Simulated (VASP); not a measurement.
# Ti in VASP: further runs, part 2 of 2

VASP 6.6.1. The steps go on from the part before.

### 3 Single point, PBE

File INCAR:

```
SYSTEM = Ti
  PREC = Accurate
  ENCUT = 400
  EDIFF = 1E-6
  ISMEAR = -1
  SIGMA = 0.05
  LREAL = Auto
  LASPH = .True.
  NELM = 120
  ALGO = Normal
  ISIF = 2
  LWAVE = .False.
  LCHARG = .False.
  GGA = PE
  NBANDS = 149
  ISYM = -1
  GGA_COMPAT = .False.
```

File KPOINTS:

```
explicit points
1
Reciprocal
  0.25000000   0.25000000   0.25000000 1
```

File POSCAR:

```
Ti
1.0
    7.4036360000      0.0242520000     -0.1156530000
    0.0242520000      7.2584860000     -0.3764210000
   -0.1156530000     -0.3764210000      7.4221130000
Ti
22
Direct
    0.5738605233      0.0588658926      0.2166311735
    0.6618836327      0.7889152913      0.5257214638
    0.2894641303      0.4321800416      0.7597925333
    0.5860935618      0.2963071283      0.9005424337
    0.9172448588      0.8620364011      0.2389749016
    0.0873371895      0.9562961008      0.5907745870
    0.1578095883      0.4879487035      0.1124698979
    0.9569358553      0.5613661148      0.5096971033
    0.1058117673      0.7647783358      0.8953007148
    0.4485775103      0.7987247300      0.8683845283
    0.2995432397      0.6354326605      0.4807452099
    0.7763304113      0.5779242041      0.8539648679
    0.4268254078      0.0778288137      0.6259367162
    0.7900867102      0.1298217205      0.5190340702
    0.2200993814      0.2684888110      0.3983043616
   -0.0288133675      0.2959879053      0.7932402418
    0.6057151563      0.6227865426      0.1841401105
    0.2416224143      0.1309255466     -0.0207983249
    0.7935548930      0.9663805950      0.8643203026
    0.5962309525      0.4379863933      0.4882535707
    0.8648614612      0.2786465628      0.1739270529
    0.2955991520      0.9053946686      0.2604009795
```

Potentials or basis: VASP PAW PBE potentials, release 64 (Ti_sv).

Run with:

```console
cat potpaw_PBE.64/Ti_sv/POTCAR > POTCAR
mpirun -np 1 vasp_std > vasp.out
```

OUTCAR:

```text
SYSTEM = Ti
   PREC = Accurate
   ENCUT = 400
   EDIFF = 1E-6
   ISMEAR = -1
   LREAL = Auto
   LASPH = .True.
   NELM = 120
   ISIF = 2
   GGA = PE
   ISYM = -1

 ion  position               nearest neighbor table
   1  0.574  0.059  0.217-  22 2.40  14 2.73  21 2.74   5 2.92
   2  0.662  0.789  0.526-  20 2.59  14 2.67  17 2.72   8 2.73  13 2.77  19 2.85  11 2.91
   3  0.289  0.432  0.760-  16 2.59   4 2.63  11 2.67   7 2.81  13 2.86  15 2.86   9 2.87  18 2.89

[... 324 lines left out ...]
  Total       -4.2699043     -4.8190031     -9.4681586      0.7054374     -2.7423839      2.7796760
  in kB      -17.2013395    -19.4133882    -38.1425438      2.8418597    -11.0477129     11.1979446
  external PRESSURE =     -24.9190905 kB  Pullay stress =       0.0000000 kB

 VOLUME and BASIS-vectors are now :
 -----------------------------------------------------------------------------
  energy-cutoff  :      400.00
  volume of cell :      397.71
      direct lattice vectors                 reciprocal lattice vectors
     7.403636000  0.024252000 -0.115653000     0.135102507 -0.000343132  0.002087795
     0.024252000  7.258486000 -0.376421000    -0.000343132  0.138133954  0.007000276
    -0.115653000 -0.376421000  7.422113000     0.002087795  0.007000276  0.135120081

 POSITION                                       TOTAL-FORCE (eV/Angst)
 -----------------------------------------------------------------------------------
      4.22503      0.35965      1.51933         0.214090      0.093401     -0.057890
      4.85868      5.54449      3.52845        -0.420289      0.468415     -0.357780
      2.06570      2.85799      5.44311         0.366672      0.703182     -0.141572
      4.24226      1.82597      6.50461         0.388596     -0.518321      0.387908
      6.78421      6.18937      1.34313         0.313872     -0.275329     -0.130354
      0.60148      6.72100      4.01472         0.021437     -0.135569     -0.055223
[... 14 lines left out ...]
      6.38976      1.97806      1.08599         0.201630     -0.053086      0.108998
      2.18035      6.48094      1.55773        -0.347266     -0.499132      0.035450
 -----------------------------------------------------------------------------------
    total drift:                                0.003606     -0.000445     -0.000740

  FREE ENERGIE OF THE ION-ELECTRON SYSTEM (eV)
  ---------------------------------------------------
  free  energy   TOTEN  =      -167.8644129842 eV

  energy  without entropy=     -167.5756242663  energy(sigma->0) =     -167.72001863
```

stdout:

```text
POSCAR found type information on POSCAR Ti
 POSCAR found :  1 types and      22 ions
 scaLAPACK will be used
 LDA part: xc-table for (Slater+PW92), standard interpolation
 POSCAR, INCAR and KPOINTS ok, starting setup
 FFT: planning ... GRIDC
 FFT: planning ... GRID_SOFT
 FFT: planning ... GRID
 WAVECAR not read
 entering main loop
```

It took 86 s on 1 thread of Intel Xeon 6975P-C (Granite Rapids), shared host; peak memory 0.31 GiB.

Results:

```yaml
Free_energy: -167.8644 eV
Pressure: -2.5 GPa
Largest_force: 1.294 eV/Å
```

Forces on the atoms (eV/Å):
```
Ti   0.214  0.093 -0.058
Ti  -0.420  0.468 -0.358
Ti   0.367  0.703 -0.142
Ti   0.389 -0.518  0.388
Ti   0.314 -0.275 -0.130
Ti   0.021 -0.136 -0.055
Ti   0.576  0.787 -0.134
Ti  -0.245  0.012 -0.257
Ti  -0.361  0.164 -0.257
Ti   0.324 -0.554  0.356
Ti   0.114  1.042 -0.120
Ti   0.093  0.999  0.121
Ti   0.136 -0.304  0.023
Ti  -0.148  0.374 -0.123
Ti  -0.781 -0.312 -0.193
Ti  -0.040 -0.310  0.181
Ti  -0.359 -0.203 -0.306
Ti  -0.408 -0.412  0.136
Ti   0.395  0.098  0.221
Ti  -0.034 -1.165  0.562
Ti   0.202 -0.053  0.109
Ti  -0.347 -0.499  0.035
```

Levels at points of the mesh, in eV from the Fermi level:
```
           k point  band 129  band 130  band 131  band 132  band 133  band 134  band 135  band 136
(0.25, 0.25, 0.25)     -0.24     -0.16     -0.08     -0.02      0.03      0.07      0.13      0.22
```

Caveat: the atoms stand as in a frame of molecular dynamics.

### 4 Single point, PBE

File INCAR:

```
ALGO = Normal
EDIFF = 1E-6
ENCUT = 400
GGA = PE
GGA_COMPAT = F
ISIF = 2
ISMEAR = -1
ISYM = -1
LASPH = T
LCHARG = F
LREAL = Auto
LWAVE = F
NBANDS = 149
NELM = 120
PREC = Accurate
SIGMA = 0.05
```

KPOINTS is that of step 3.

File POSCAR:

```
Ti
1.0
    7.4036360000      0.0242520000     -0.1156530000
    0.0242520000      7.2584860000     -0.3764210000
   -0.1156530000     -0.3764210000      7.4221130000
Ti
22
Direct
    0.5746574921      0.0397163169      0.2275349242
    0.6487588437      0.7827892612      0.5163595897
    0.2912648382      0.4456262787      0.7522690293
    0.5926247593      0.2807420729      0.9169460291
    0.9349990623      0.8299131712      0.2327546337
    0.0752205555      0.9653493195      0.5875356841
    0.1605660046      0.4994931695      0.0926734285
    0.9407005473      0.5576300850      0.4993478966
    0.1325765843      0.7672770740      0.8708444729
    0.4702300515      0.7935991160      0.8714473748
    0.2955050241      0.6776644579      0.4937040403
    0.7898227662      0.5959132924      0.8513342022
    0.4143117293      0.0667287932      0.6180258255
    0.7756730173      0.1262735296      0.5149374470
    0.2008855273      0.2565174277      0.3827603488
   -0.0494942625      0.3004968586      0.8026090640
    0.6023400099      0.6234324888      0.1818255138
    0.2106991520      0.1211347115     -0.0294710363
    0.8073813560      0.9584620364      0.8604644411
    0.5662983318      0.4217642952      0.5188740779
    0.8705746477      0.2992321428      0.1826133383
    0.2861515027      0.9022505452      0.2498763266
```

Run with:

```console
cat potpaw_PBE.64/Ti_sv/POTCAR > POTCAR
mpirun -np 1 vasp_std > vasp.out
```

Wall time 74 s (1 thread of Intel Xeon 6975P-C (Granite Rapids), shared host); peak memory 0.32 GiB.

Results (log left out):

- Free energy: -167.8883 eV
- Pressure: -2.4 GPa
- Largest force: 0.889 eV/Å

Forces in eV/Å, atoms in the order of the input:
```
Ti  -0.042  0.481 -0.405
Ti   0.046  0.319 -0.342
Ti   0.015 -0.443  0.045
Ti  -0.521 -0.004 -0.353
Ti  -0.267  0.427 -0.259
Ti  -0.629  0.196 -0.132
Ti   0.261  0.173  0.467
Ti   0.195 -0.039 -0.003
Ti  -0.830 -0.316  0.005
Ti   0.119 -0.078  0.255
Ti  -0.465 -0.616 -0.249
Ti  -0.390 -0.277  0.366
Ti   0.364  0.169  0.207
Ti   0.378  0.176  0.102
Ti  -0.032  0.508  0.211
Ti   0.503 -0.176 -0.225
Ti  -0.124 -0.735  0.119
Ti   0.571  0.367  0.359
Ti   0.257  0.534  0.213
Ti   0.792 -0.173 -0.302
Ti  -0.225 -0.315 -0.027
Ti   0.025 -0.180 -0.053
```

Stress tensor (GPa, compression positive):
```
-1.36 -0.28  0.61
-0.28 -2.03 -1.34
 0.61 -1.34 -3.86
```

Levels at points of the mesh, in eV from the Fermi level:
```
           k point  band 130  band 131  band 132  band 133  band 134  band 135  band 136  band 137
(0.25, 0.25, 0.25)     -0.12     -0.07     -0.03      0.00      0.09      0.19      0.31      0.35
```

Caveat: the atoms stand as in a frame of molecular dynamics.

### 5 The runs side by side

| cell | pressure (GPa) | largest force (eV/Å) |
| --- | --- | --- |
| as given, atomic positions A | -2.6 | 1.03 |
| as given, atomic positions B | -2.5 | 1.29 |
| as given, atomic positions C | -2.4 | 0.89 |

Alike in all rows: task single point; level PBE; potentials or basis VASP PAW PBE potentials, release 64 (Ti_sv); no spin polarisation; k mesh 1 × 1 × 1, shifted; cutoff (eV) 400; smearing fermi-dirac 0.05 eV.

Caveats: the atoms stand as in a frame of molecular dynamics.

Absolute energies hang on the potentials; compare differences alone.
